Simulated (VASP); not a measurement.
## GaCuSe2: single point with PBEsol

**Experimental background.**

From “Growth and anisotropy of transport properties of CuGaSe2 single crystals”, 2018, pmc:6251020, for a bulk crystal of GaCuSe2: band gap 1.7 eV.

The system is GaCuSe2.

```xyz
8
Lattice="-2.7852 2.7852 5.5383 2.7852 -2.7852 5.5383 2.7852 2.7852 -5.5383" Properties=species:S:1:pos:R:3 pbc="T T T"
Ga    0.0000    0.0000    5.5383
Ga    2.7852    0.0000    2.7692
Cu    0.0000    0.0000    0.0000
Cu    0.0000    2.7852    2.7692
Se    1.3467    1.3926    1.3846
Se    1.3926    4.2237   -1.3846
Se    1.4385    1.3926    6.9229
Se    1.3926   -1.4385    4.1537
```

```json
{
  "Program": "VASP 6.6.1",
  "Task": "single point",
  "Functional": "PBEsol",
  "Potentials or basis": "VASP PAW PBE potentials, release 64 (Ga_d, Cu, Se)",
  "Cutoff": "520 eV",
  "k mesh": "7 × 7 × 7",
  "Occupations": "fermi-dirac, width 0.1 eV",
  "Spin": "no spin polarisation",
  "Dipole correction": "no",
  "Further INCAR settings": "ALGO = Normal; EDIFF = 1e-06; NBANDS = 46"
}
```

- Pressure: 0.2 GPa
- Largest force: 0.025 eV/Å
- Band gap on the k mesh: 0.14 eV

Forces on the atoms (eV/Å):
```
Ga   0.000  0.000  0.000
Ga   0.000  0.000  0.000
Cu   0.000  0.000  0.000
Cu   0.000  0.000  0.000
Se   0.025  0.000  0.000
Se   0.000 -0.025  0.000
Se  -0.025  0.000  0.000
Se   0.000  0.025  0.000
```

Levels at points of the mesh, in eV from the valence-band top:
| k point | band 32 | band 33 | band 34 | band 35 | band 36 | band 37 | band 38 | band 39 | band 40 | band 41 |
| --- | --- | --- | --- | --- | --- | --- | --- | --- | --- | --- |
| (0.00, 0.00, 0.00) | -1.83 | -1.73 | -0.09 | -0.09 | 0.00 | 0.14 | 1.78 | 2.09 | 3.89 | 3.89 |

It took 6.6 min on 1 thread of Intel(R) Xeon(R) Platinum 8488C (Sapphire Rapids), with other jobs on the host, peak memory 0.58 GiB.

A measured gap of GaCuSe2 is 1.7 eV (“Growth and anisotropy of transport properties of CuGaSe2 single crystals”, 2018, pmc:6251020); the calculated 0.14 eV misses it by -1.56 eV. So large a miss can be the level of theory's own, or it may mean another phase, state or a wrong row. 2 values of this kind are on record in papers (1.7 to 1.72 eV); this one was drawn at random among those near their median. Spin-orbit coupling on Ga, Se is left out. The value is that of PBEsol, without temperature or zero-point motion. Semilocal functionals fall short of measured gaps as a rule.

Caveat: the smearing spreads over this small gap; semilocal functionals underestimate gaps, and a narrow one can read as zero; the PAW data sets were made with another functional, which shifts forces and pressure a little.
